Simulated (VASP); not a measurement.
# Mg5Te2 (P-62m) in VASP: single point with PBE

Aim: the single point of Mg5Te2 with PBE.

Program: VASP 6.6.1. These are calculated values, not measurements. Logs are shortened: lines on timing, memory, paths and dates and some standing lists are left out, and cuts for length are marked.

**1. The cell of the first run**

The structure is hexagonal, space group P-62m (No. 189). The conventional cell has a = 5.316 Å, b = 5.316 Å, c = 8.038 Å, α = 90.00°, β = 90.00°, γ = 120.00°. Within 4.0 Å of Mg (site symmetry m2m) lie 8 Mg at 3.05 to 3.12 Å. Within 3.8 Å of Mg (site symmetry 3m) lie 4 Mg at 2.89 to 3.12 Å and 6 Te at 3.39 Å. Within 4.0 Å of Te (site symmetry -6) lie 3 Te at 3.07 Å and 6 Mg at 3.39 Å.

**2. Single point, PBE**

Input file INCAR:

```
SYSTEM = Mg5Te2
ALGO = Normal ; EDIFF = 1E-6
ENCUT = 600 ; GGA = PE
GGA_COMPAT = .False. ; ISIF = 2
ISMEAR = 0 ; LASPH = .True.
LCHARG = .True. ; LELF = .True.
LREAL = .False. ; LVHAR = .True.
LWAVE = .False. ; NBANDS = 20
NELM = 120 ; PREC = Accurate
SIGMA = 0.2
```

Input file KPOINTS:

```
k-points
0
Gamma
  4 4 2
  0 0 0
```

Input file POSCAR:

```
Mg5Te2
1.0
    5.3164214946      0.0000000000      0.0000000000
   -2.6582107473      4.6041560715      0.0000000000
    0.0000000000      0.0000000000      8.0376495661
Mg Te
5 2
Direct
    0.3313234118      0.0000000000      0.5000000000
    0.0000000000      0.3313234118      0.5000000000
    0.6686765882      0.6686765882      0.5000000000
    0.0000000000      0.0000000000      0.1799906042
    0.0000000000      0.0000000000      0.8200093958
    0.3333333333      0.6666666667      0.0000000000
    0.6666666667      0.3333333333      0.0000000000
```

Potentials or basis: VASP PAW PBE potentials, release 64 (Mg, Te).

Started as:

```
> cat potpaw_PBE.64/Mg/POTCAR potpaw_PBE.64/Te/POTCAR > POTCAR
> mpirun -np 1 vasp_std > vasp.out
```

OUTCAR:

```text
SYSTEM = Mg5Te2
   EDIFF = 1E-6
   ENCUT = 600
   GGA = PE
   ISIF = 2
   ISMEAR = 0
   LASPH = .True.
   LREAL = .False.
   NELM = 120
   PREC = Accurate

 ion  position               nearest neighbor table
   1  0.331  0.000  0.500-   2 3.05   3 3.05   2 3.08   3 3.08   2 3.08   3 3.08   4 3.12   5 3.12

   2  0.000  0.331  0.500-   3 3.05   1 3.05   1 3.08   3 3.08   3 3.08   1 3.08   4 3.12   5 3.12

   3  0.669  0.669  0.500-   2 3.05   1 3.05   1 3.08   2 3.08   2 3.08   1 3.08   4 3.12   5 3.12

   4  0.000  0.000  0.180-   5 2.89   3 3.12   2 3.12   1 3.12   6 3.39   7 3.39   6 3.39   7 3.39
                             7 3.39   6 3.39
   5  0.000  0.000  0.820-   4 2.89   3 3.12   2 3.12   1 3.12   6 3.39   7 3.39   6 3.39   7 3.39
                             7 3.39   6 3.39
   6  0.333  0.667  0.000-   7 3.07   7 3.07   7 3.07   4 3.39   5 3.39   5 3.39   4 3.39   5 3.39
                             4 3.39
   7  0.667  0.333  0.000-   6 3.07   6 3.07   6 3.07   4 3.39   5 3.39   4 3.39   5 3.39   4 3.39
                             5 3.39

  LATTYP: Found a hexagonal cell.
 ALAT       =     5.3164214946
 C/A-ratio  =     1.5118533349

  Lattice vectors:

 A1 = (   5.3164214946,   0.0000000000,   0.0000000000)
 A2 = (  -2.6582107473,   4.6041560715,   0.0000000000)
 A3 = (   0.0000000000,   0.0000000000,   8.0376495661)

Analysis of symmetry for initial positions (statically):
=====================================================================
 Subroutine PRICEL returns:
 Original cell was already a primitive cell.

 Routine SETGRP: Setting up the symmetry group for a
 hexagonal supercell.

 Subroutine GETGRP returns: Found 12 space group operations
 (whereof 12 operations were pure point group operations)
 out of a pool of 24 trial point group operations.

The static configuration has the point symmetry D_3h.

Analysis of symmetry for dynamics (positions and initial velocities):
=====================================================================
 Subroutine PRICEL returns:
 Original cell was already a primitive cell.

 Routine SETGRP: Setting up the symmetry group for a
 hexagonal supercell.

 Subroutine GETGRP returns: Found 12 space group operations
 (whereof 12 operations were pure point group operations)
 out of a pool of 24 trial point group operations.

The dynamic configuration has the point symmetry D_3h.

 Subroutine INISYM returns: Found 12 space group operations
 (whereof 12 operations are pure point group operations),
 and found     1 'primitive' translations

----------------------------------------------------------------------------------------

                                     Primitive cell

  volume of cell :     196.7426

  direct lattice vectors                    reciprocal lattice vectors
     5.316421495  0.000000000  0.000000000     0.188096448  0.108597535  0.000000000
    -2.658210747  4.604156072  0.000000000     0.000000000  0.217195070  0.000000000
     0.000000000  0.000000000  8.037649566     0.000000000  0.000000000  0.124414481

  length of vectors
     5.316421495  5.316421495  8.037649566     0.217195070  0.217195070  0.124414481

  position of ions in fractional coordinates (direct lattice)
     0.331323412  0.000000000  0.500000000
     0.000000000  0.331323412  0.500000000
     0.668676588  0.668676588  0.500000000
     0.000000000  0.000000000  0.179990604
     0.000000000  0.000000000  0.820009396
     0.333333333  0.666666667  0.000000000
     0.666666667  0.333333333  0.000000000

  ion indices of the primitive-cell ions
   primitive index   ion index
                 1           1
                 2           2
                 3           3
                 4           4
                 5           5
                 6           6
                 7           7

----------------------------------------------------------------------------------------

 KPOINTS: k-points

Automatic generation of k-mesh.
 Grid dimensions read from file:
 generate k-points for:    4    4    2

 Generating k-lattice:

  Cartesian coordinates                     Fractional coordinates (reciprocal lattice)
     0.047024112  0.027149384  0.000000000     0.250000000  0.000000000  0.000000000
     0.000000000  0.054298767  0.000000000     0.000000000  0.250000000  0.000000000
     0.000000000  0.000000000  0.062207241     0.000000000  0.000000000  0.500000000

  Length of vectors
     0.054298767  0.054298767  0.062207241

  Shift w.r.t. Gamma in fractional coordinates (k-lattice)
     0.000000000  0.000000000  0.000000000

 Subroutine IBZKPT returns following result:
 ===========================================

 Found      8 irreducible k-points:

 Following reciprocal coordinates:
            Coordinates               Weight
  0.000000  0.000000  0.000000      1.000000
  0.250000  0.000000  0.000000      6.000000
  0.500000  0.000000  0.000000      3.000000
  0.250000  0.250000  0.000000      6.000000
  0.000000  0.000000  0.500000      1.000000
  0.250000  0.000000  0.500000      6.000000
  0.500000  0.000000  0.500000      3.000000
  0.250000  0.250000  0.500000      6.000000
   k-points           NKPTS =      8   k-points in BZ     NKDIM =      8   number of bands    NBANDS=     20
   number of dos      NEDOS =    301   number of ions     NIONS =      7
   total plane-waves  NPLWV = 112896
   dimension x,y,z NGX =    42 NGY =   42 NGZ =   64
   dimension x,y,z NGXF=    84 NGYF=   84 NGZF=  128
   ions per type =               5   2
   NGX,Y,Z   is equivalent  to a cutoff of  13.13, 13.13, 13.24 a.u.
   NGXF,Y,Z  is equivalent  to a cutoff of  26.27, 26.27, 26.47 a.u.
 SYSTEM =  Mg5Te2
   PREC   = accura    normal or accurate (medium, high low for compatibility)
   ISTART =      0    job   : 0-new  1-cont  2-samecut
   ICHARG =      2    charge: 1-file 2-atom 10-const
   ISPIN  =      1    spin polarized calculation?
   LNONCOLLINEAR =      F non collinear calculations
   LSORBIT =      F    spin-orbit coupling
   LASPH  =      T    aspherical Exc in radial PAW
   ENCUT  =  600.0 eV  44.10 Ry    6.64 a.u.  10.62 10.62 16.05*2*pi/ulx,y,z
   NELM   =    120;   NELMIN=  2; NELMDL= -5     # of ELM steps
   EDIFF  = 0.1E-05   stopping-criterion for ELM
   LREAL  =      F    real-space projection
[... 7 lines left out ...]
   TEBEG  =    0.0;   TEEND  =   0.0 temperature during run
   PSTRESS=    0.0 pullay stress
   NELECT =      22.0000    total number of electrons
   NUPDOWN=      -1.0000    fix difference up-down
   EMIN   =  10.00;   EMAX   =-10.00  energy-range for DOS
   EFERMI =   0.00;   METHOD = LEGACY
   ISMEAR =     0;   SIGMA  =   0.20  broadening in eV -4-tet -1-fermi 0-gaus
   EFERMI_NEDOS =   21; number of points for ismear=-14 and -15
   IALGO  =     38    algorithm
   IMIX   =      4    mixing-type and parameters
     AMIX     =   0.40;   BMIX     =  1.00
     AMIX_MAG =   1.60;   BMIX_MAG =  1.00
  volume/ion in A,a.u.               =      28.11       189.67
  Fermi-wavevector in a.u.,A,eV,Ry     =   0.788708  1.490442  8.463643  0.622060
  Thomas-Fermi vector in A             =   1.893704
   LORBIT       =      0    0 simple, 1 ext, 2 COOP (PROOUT), +10 PAW based schemes
   GGA     = PE    functional components
   LHFCALC =     F    Hartree Fock is set to
   AEXX    =    0.0000 exact exchange contribution
   IVDW    =     0    specifies the selected vdW correction
   LEPSILON=     F    determine dielectric tensor
   LRPA    =     F    only Hartree local field effects (RPA)
 non-spin polarized calculation
 Gauss-broadening in eV      SIGMA  =   0.20
  energy-cutoff  :      600.00
  volume of cell :      196.74
 maximum number of plane-waves:      6621
   NGX = 21   NGY = 21   NGZ = 33

 number of electron      22.0000002 magnetization

 Free energy of the ion-electron system (eV)
  ---------------------------------------------------
  ext. energy  EPLUGINS =         0.00000000
  ---------------------------------------------------
  free energy    TOTEN  =       -13.03457881 eV

  energy without entropy =      -12.95935250  energy(sigma->0) =      -12.99696566

 E-fermi :   3.3122     XC(G=0):  -8.4125

 val. band max:        3.2722502844   @ k =   0.0000   0.0000   0.5000
 cond. band min:       3.3161861559   @ k =   0.2500   0.0000   0.0000
 fundamental gap:      0.0439358715
 Fermi energy:         3.3121849254

 k-point     1 :       0.0000    0.0000    0.0000
  band No.  band energies     occupation
      1      -9.3935      2.00000
      2      -5.6942      2.00000
      3      -2.0937      2.00000
      4      -1.1269      2.00000
      5      -0.7332      2.00000
      6      -0.7332      2.00000
[... 12 lines left out ...]
     19       6.3130      0.00000
     20       6.3130      0.00000

 k-point     2 :       0.2500    0.0000    0.0000
  band No.  band energies     occupation
      1      -9.0709      2.00000
      2      -6.4823      2.00000
      3      -1.7326      2.00000
      4      -1.2413      2.00000
      5      -0.7216      2.00000
      6      -0.7037      2.00000
[... 12 lines left out ...]
     19       7.3386      0.00000
     20       7.9339      0.00000

 k-point     3 :       0.5000    0.0000    0.0000
  band No.  band energies     occupation
      1      -8.4765      2.00000
      2      -7.4447      2.00000
      3      -1.5772      2.00000
      4      -1.4662      2.00000
      5      -0.2212      2.00000
      6      -0.0304      2.00000
[... 12 lines left out ...]
     19       7.4189      0.00000
     20       7.7263      0.00000

 k-point     4 :       0.2500    0.2500    0.0000
  band No.  band energies     occupation
      1      -8.4961      2.00000
      2      -7.3985      2.00000
      3      -2.4569      2.00000
      4      -0.7564      2.00000
      5       0.0394      2.00000
      6       0.5955      2.00000
[... 12 lines left out ...]
     19       7.8203      0.00000
     20       8.2078      0.00000

 k-point     5 :       0.0000    0.0000    0.5000
  band No.  band energies     occupation
      1      -9.3916      2.00000
      2      -5.6938      2.00000
      3      -2.4878      2.00000
      4      -0.7298      2.00000
      5      -0.7298      2.00000
      6       0.1215      2.00000
[... 12 lines left out ...]
     19       7.7367      0.00000
     20       7.7367      0.00000

 k-point     6 :       0.2500    0.0000    0.5000
  band No.  band energies     occupation
      1      -9.0692      2.00000
      2      -6.4816      2.00000
      3      -2.0529      2.00000
      4      -1.2352      2.00000
      5      -0.8178      2.00000
      6       0.4204      2.00000
[... 12 lines left out ...]
     19       7.1661      0.00000
     20       7.4821      0.00000

 k-point     7 :       0.5000    0.0000    0.5000
  band No.  band energies     occupation
      1      -8.4753      2.00000
      2      -7.4433      2.00000
      3      -1.5700      2.00000
      4      -1.2389      2.00000
      5      -0.8855      2.00000
      6      -0.6542      2.00000
[... 12 lines left out ...]
     19       7.2550      0.00000
     20       8.2306      0.00000

 k-point     8 :       0.2500    0.2500    0.5000
  band No.  band energies     occupation
      1      -8.4948      2.00000
      2      -7.3976      2.00000
      3      -2.4021      2.00000
      4      -1.2010      2.00000
      5       0.2985      2.00000
      6       0.5951      2.00000
[... 12 lines left out ...]
     19       8.5057      0.00000
     20       8.6086      0.00000

------------------------ aborting loop because EDIFF is reached ----------------------------------------

  FORCE on cell =-STRESS in cart. coord.  units (eV):
  Direction    XX          YY          ZZ          XY          YZ          ZX
  --------------------------------------------------------------------------------------
  -------------------------------------------------------------------------------------
  Total       -0.3156669     -0.3156669      0.6170575      0.0000000      0.0000000      0.0000000
  in kB       -2.5706391     -2.5706391      5.0250193      0.0000000      0.0000000      0.0000000
  external PRESSURE =      -0.0387530 kB  Pullay stress =       0.0000000 kB

 VOLUME and BASIS-vectors are now :
 -----------------------------------------------------------------------------
  energy-cutoff  :      600.00
  volume of cell :      196.74
      direct lattice vectors                 reciprocal lattice vectors
     5.316421495  0.000000000  0.000000000     0.188096448  0.108597535  0.000000000
    -2.658210747  4.604156072  0.000000000     0.000000000  0.217195070  0.000000000
     0.000000000  0.000000000  8.037649566     0.000000000  0.000000000  0.124414481

 POSITION                                       TOTAL-FORCE (eV/Angst)
 -----------------------------------------------------------------------------------
      1.76145      0.00000      4.01882         0.008723      0.000000      0.000000
     -0.88073      1.52546      4.01882        -0.004362      0.007555     -0.000000
      1.77748      3.07869      4.01882        -0.004362     -0.007555      0.000000
      0.00000      0.00000      1.44670         0.000000      0.000000      0.036010
      0.00000      0.00000      6.59095         0.000000      0.000000     -0.036010
     -0.00000      3.06944      0.00000         0.000000      0.000000      0.000000
      2.65821      1.53472      0.00000        -0.000000      0.000000      0.000000
 -----------------------------------------------------------------------------------
    total drift:                                0.000000      0.000000      0.000000

  FREE ENERGIE OF THE ION-ELECTRON SYSTEM (eV)
  ---------------------------------------------------
  free  energy   TOTEN  =       -13.0345788115 eV

  energy  without entropy=      -12.9593525034  energy(sigma->0) =      -12.99696566
```

Run time: 94 s. Hardware: 1 thread of Intel Xeon 8259CL, shared host; peak memory 0.33 GiB.

Results:

```yaml
Free_energy: -13.0346 eV
Pressure: 0.0 GPa
Largest_force: 0.036 eV/Å
Band_gap_on_the_k_mesh: zero (band 11 reaches 3.55 eV, above the bottom of band 12 at 3.32 eV)
```

Forces in eV/Å, atoms in the order of the input:
```
Mg   0.009  0.000  0.000
Mg  -0.004  0.008  0.000
Mg  -0.004 -0.008  0.000
Mg   0.000  0.000  0.036
Mg   0.000  0.000 -0.036
Te   0.000  0.000  0.000
Te   0.000  0.000  0.000
```

Stress tensor (GPa, compression positive):
```
-0.26  0.00  0.00
 0.00 -0.26  0.00
 0.00  0.00  0.50
```

Levels at points of the mesh, in eV from the Fermi level:
```tsv
k point	band 9	band 10	band 11	band 12	band 13	band 14
(0.00, 0.00, 0.00)	-1.00	-0.18	-0.14	0.84	1.17	1.17
(0.50, 0.00, 0.00)	-0.50	-0.41	0.24	0.35	1.31	1.49
(0.00, 0.00, 0.50)	-1.57	-0.33	-0.04	0.39	0.90	0.90
(0.50, 0.00, 0.50)	-0.48	-0.48	0.01	0.15	0.75	1.32
```

Caveat: the k points lie up to 0.39 Å⁻¹ apart; spin-orbit coupling is left out, which moves the levels of the heavy elements.
